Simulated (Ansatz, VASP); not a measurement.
**Fe in VASP and in Ansatz**

```
Fe
1.0
     2.26521    0.00000    0.00000
     0.00000    2.26521    0.00000
     0.00000    0.00000    2.26521
Fe
1
Direct
  0.00000 0.00000 0.00000
```

Alike in both runs: task single point; functional PBEsol; k mesh 15 × 15 × 15; occupations fermi-dirac, width 0.05 eV; collinear spin.

|  | VASP | Ansatz |
| --- | --- | --- |
| version | VASP 6.6.1 | Ansatz 0.2.0 |
| potentials or method | VASP PAW PBE potentials, release 64 (Fe), cutoff 520 eV | plane waves (420 eV) with PAW, scalar-relativistic |
| valence electrons in the cell | 8 | 16 |

```csv
,VASP,Ansatz,Ansatz less VASP
pressure (GPa),13.9,14.4,+0.55
net moment per atom (μB),2.16,2.16,-0.002
size of the moment on the site where the two differ most (μB),2.13,2.11,-0.028
```

VASP's potentials were made for PBE, not for PBEsol, and Ansatz warns of the same on its side. Site moments also hang on the region over which each program counts them. With one functional, cell and mesh, what is left measures potentials, basis and numerics. VASP's potentials hold 8 valence electrons a cell and Ansatz's 16, so a difference there can come from the potentials and not from the codes.
